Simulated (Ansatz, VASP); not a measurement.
# Two plane-wave programs on BeTe

INCAR

```
ALGO = Normal ; EDIFF = 1E-6
ENCUT = 520 ; GGA = CA
ISIF = 2 ; ISMEAR = 0
LASPH = T ; LCHARG = F
LREAL = F ; LWAVE = F
NBANDS = 11 ; NELM = 80
PREC = Accurate ; SIGMA = 0.05
```

KPOINTS

```
k-points
0
Gamma
  8 8 8
```

The input POSCAR:

```
BeTe
1.0
    0.0000000000      2.6592000000      2.7700000000
    2.6592000000      0.0000000000      2.7700000000
    2.6592000000      2.6592000000      0.0000000000
Be Te
1 1
Direct
    0.0000000000      0.0000000000      0.0000000000
    0.7500000000      0.7500000000      0.7500000000
```

Input for Ansatz:

```yaml
crystal:
  lattice:
    - [0.0, 2.6592, 2.77]
    - [2.6592, 0.0, 2.77]
    - [2.6592, 2.6592, 0.0]
  atoms:
    - { symbol: Be, position: [0.0, 0.0, 0.0] }
    - { symbol: Te, position: [0.75, 0.75, 0.75] }
basis:
  ecutwfc: 420
kpoints:
  mp_grid: { grid: [8, 8, 8] }
hamiltonian:
  xc: lda
scf:
  occupations: { method: gaussian, width: 0.05 }
output:
  forces: true
  stress: true
  eigenvalues: true
```

Change from the starting cell: strain -0.040 along x and y, +0.000 along z, atoms carried along.

Alike in both runs: task single point; functional LDA; k mesh 8 × 8 × 8; occupations gaussian, width 0.05 eV; no spin polarisation.

|  | VASP | Ansatz |
| --- | --- | --- |
| version | VASP 6.6.1 | Ansatz 0.2.0 |
| potentials or method | VASP PAW LDA potentials, release 64 (Be, Te), cutoff 520 eV | scalar-relativistic, plane waves, PAW |
| valence electrons in the cell | 8 | 18 |

|  | VASP | Ansatz | Ansatz less VASP |
| --- | --- | --- | --- |
| gap on the k mesh at the Fermi level (eV) | 1.34 | 1.36 | +0.025 |
| least direct gap on the mesh (eV) | 3.35 | 3.39 | +0.044 |
| pressure (GPa) | 7.2 | 6.8 | -0.39 |
| traceless stress, the component that is largest in VASP (GPa) | -1.97 | -1.98 | -0.008 |

LDA's correlation is that of Perdew and Zunger in VASP and of Perdew and Wang (1992) in Ansatz. VASP's potentials hold 8 valence electrons a cell and Ansatz's 18, so a difference there can come from the potentials and not from the codes.

Spin-orbit coupling is off throughout.
